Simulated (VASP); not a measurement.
Runs of VASP 6.6.1 on Zr. The structure is that of space group P6/mmm (No. 191), or close to it. The cells are those of the table. This isn't the form of Zr at room conditions, which is hcp.

```tsv
cell	k mesh	gap on the mesh (eV)	pressure (GPa)
a = 5.107, b = 5.107, c = 3.178 Å, angles 90.0, 90.0, 120.0°, 3 atoms	10 × 10 × 13	none	0.1
a = 5.107, b = 5.107, c = 3.178 Å, angles 90.0, 90.0, 120.0°, 3 atoms	7 × 7 × 10	none	0.1
a = 5.038, b = 5.038, c = 3.135 Å, angles 90.0, 90.0, 120.0°, 3 atoms	10 × 10 × 13	none	4.1
a = 4.967, b = 4.967, c = 3.090 Å, angles 90.0, 90.0, 120.0°, 3 atoms	10 × 10 × 13	none	8.8
a = 4.894, b = 4.894, c = 3.045 Å, angles 90.0, 90.0, 120.0°, 3 atoms	10 × 10 × 13	none	(a)
```

Alike in all rows: task single point; level BLYP; potentials or basis VASP PAW PBE potentials, release 64 (Zr_sv); no spin polarisation; cutoff (eV) 520; smearing fermi-dirac 0.1 eV.

Task: Fill in the values left out.

Result: (a) 14.6.

Caveats: the PAW data sets were made with another functional, which shifts forces and pressure a little; the cell stands under pressure (at least some runs).

A k mesh can miss the band edges, and the runs leave out spin-orbit coupling on Zr.

A gap of «none» marks levels without a gap at the run's occupations.
